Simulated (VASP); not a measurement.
Set up this calculation in VASP 6.6.1, as the native input.

```yaml
Task: single point
Functional: LDA
Potentials_or_basis: VASP PAW LDA potentials, release 64 (Ta_pv)
Cutoff: 520 eV
k_mesh: 10 × 10 × 14
Occupations: fermi-dirac, width 0.05 eV
Spin: no spin polarisation
Dipole_correction: no
Further_INCAR_settings: ALGO = Normal; EDIFF = 1e-06; NBANDS = 24
```

The structure of Ta lies in POSCAR:

```
Ta
1.0
    0.0000000000      3.2528507656     -3.2528507656
   -3.2528507656      0.0000000000      3.2528507656
    1.6264253828      1.6264253828      1.6264253828
Ta
3
Direct
    0.0000000000      0.0000000000      0.0000000000
    0.3333333330      0.6666666670      0.3333333330
    0.6666666670      0.3333333330      0.6666666670
```

The input as run:

INCAR

```
PREC     = Accurate       # precision mode
ENCUT    = 520            # plane-wave cutoff, eV
EDIFF    = 1E-6           # SCF threshold, eV
ISMEAR   = -1             # smearing method
SIGMA    = 0.05           # smearing width, eV
LREAL    = F              # projectors in reciprocal space
LASPH    = T              # aspherical terms in the spheres
NELM     = 80             # most SCF steps
ALGO     = Normal         # electronic algorithm
ISIF     = 2              # what is computed and relaxed
LWAVE    = F              # write WAVECAR
LCHARG   = T              # write CHGCAR
LELF     = T              # ELF
LVHAR    = T            
NBANDS   = 24             # bands
```

KPOINTS

```
regular mesh
0
Gamma
  10 10 14
```

Potentials or basis: VASP PAW LDA potentials, release 64 (Ta_pv).

Launch:

```sh
$ cat potpaw_LDA.64/Ta_pv/POTCAR > POTCAR
$ mpirun -np 1 vasp_std > vasp.out
```

It gave:

```
Pressure               : 1.0 GPa
Band gap on the k mesh : zero (an odd number of electrons rules out a gap without spin polarisation)
```

Caveat: spin-orbit coupling is left out, which moves the levels of the heavy elements.

Wall time 4.4 min on 1 thread of AMD EPYC 7R13 (shared host), peak memory 0.24 GiB.
